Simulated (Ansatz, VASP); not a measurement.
**Two plane-wave programs on KBeBr**

The input INCAR:

```
SYSTEM = KBeBr
  ALGO = Normal
  EDIFF = 1E-6
  EDIFFG = -0.01
  ENCUT = 600
  GGA = PE
  IBRION = 2
  ISIF = 3
  ISMEAR = 0
  LASPH = .True.
  LCHARG = .False.
  LREAL = .False.
  LWAVE = .False.
  NELM = 100
  NSW = 100
  PREC = Accurate
  SIGMA = 0.02
```

File KPOINTS:

```
k-points
0
Gamma
  6 6 4
  0 0 0
```

File POSCAR:

```
KBeBr
1.0
    6.0336374913      0.0000000000      0.0000000000
    0.0000000000      6.0336374913      0.0000000000
    0.0000000000      0.0000000000      7.8900098816
K Be Br
2 2 2
Direct
    0.5000000000      0.5000000000      0.5000000000
    0.0000000000      0.0000000000      0.5000000000
    0.0000000000      0.0000000000      0.0000000000
    0.5000000000      0.5000000000      0.0000000000
    0.5000000000      0.0000000000      0.6404367037
    0.0000000000      0.5000000000      0.3595632963
```

Input for Ansatz:

```yaml
crystal:
  lattice:
    - [6.0336374913, 0.0, 0.0]
    - [0.0, 6.0336374913, 0.0]
    - [0.0, 0.0, 7.8900098816]
  atoms:
    - { symbol: K, position: [0.5, 0.5, 0.5] }
    - { symbol: K, position: [0.0, 0.0, 0.5] }
    - { symbol: Be, position: [0.0, 0.0, 0.0] }
    - { symbol: Be, position: [0.5, 0.5, 0.0] }
    - { symbol: Br, position: [0.5, 0.0, 0.6404367037] }
    - { symbol: Br, position: [0.0, 0.5, 0.3595632963] }
basis:
  ecutwfc: 420
kpoints:
  mp_grid: { grid: [6, 6, 4] }
hamiltonian:
  xc: pbe
scf:
  occupations: { method: gaussian, width: 0.02 }
output:
  forces: true
  stress: true
  eigenvalues: true
  write_density: true
  write_potential: true
  elf: true
  volumetric_format: npy
relax:
  adjacent_minimum: "off"
  f_tol: 0.01
  max_steps: 80
  cell: { stress_tol: 0.05 }
```

Alike in both runs: task relaxation of cell and atoms; functional PBE; k mesh 6 × 6 × 4; occupations gaussian, width 0.02 eV; no spin polarisation.

|  | VASP | Ansatz |
| --- | --- | --- |
| version | VASP 6.6.1 | Ansatz 0.2.0 |
| potentials or method | VASP PAW PBE potentials, release 64 (K_sv, Be, Br), cutoff 600 eV | scalar-relativistic, plane waves, PAW |
| valence electrons in the cell | 36 | 36 |

```csv
,VASP,Ansatz,Ansatz less VASP
"gap on the k mesh at the Fermi level, each at its own relaxed structure (eV)",1.65,1.66,+0.012
relaxed volume (Å³/atom),47.11,47.72,+0.603
relaxed length of the cell vector where the two differ most in proportion (Å),7.634,7.732,+0.0973
```
